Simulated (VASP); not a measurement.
TePb, 2 atoms in the cell. Symmetry: Fm-3m, No. 225, cubic system. Conventional cell: a = 6.581 Å, b = 6.581 Å, c = 6.581 Å, α = 90.00°, β = 90.00°, γ = 90.00°. Te (site symmetry m-3m) has 6 Pb at 3.29 Å within 4.3 Å. Pb (site symmetry m-3m) has 6 Te at 3.29 Å within 4.3 Å. 

| Item | Value |
| --- | --- |
| Program | VASP 6.6.1 |
| Task | relaxation of the atoms |
| Functional | r2SCAN |
| Potentials or basis | VASP PAW PBE potentials, release 64 (Te, Pb_d) |
| Cutoff | 520 eV |
| k mesh | 8 × 8 × 8 |
| Occupations | fermi-dirac, width 0.02 eV |
| Spin | no spin polarisation |
| Dipole correction | no |
| Further INCAR settings | ALGO = Normal; EDIFF = 1e-06; IBRION = 2; EDIFFG = -0.01; NSW = 50 |

Potentials or basis: VASP PAW PBE potentials, release 64 (Te, Pb_d).

Run with:

```console
$ cat potpaw_PBE.64/Te/POTCAR potpaw_PBE.64/Pb_d/POTCAR > POTCAR
$ cp INCAR.step1 INCAR
$ mpirun -np 1 vasp_std > vasp.out
$ cp INCAR.step2 INCAR
$ mpirun -np 1 vasp_std > vasp.out
```

Hardware: 1 thread of AMD EPYC 9R45 (Zen 5) (shared host).

Task: How long does it take, and how much memory?

Result: Run time: 93 s on 1 thread of AMD EPYC 9R45 (Zen 5), with other jobs on the host, peak memory 0.19 GiB. Counts: k points 29, ion steps 1.
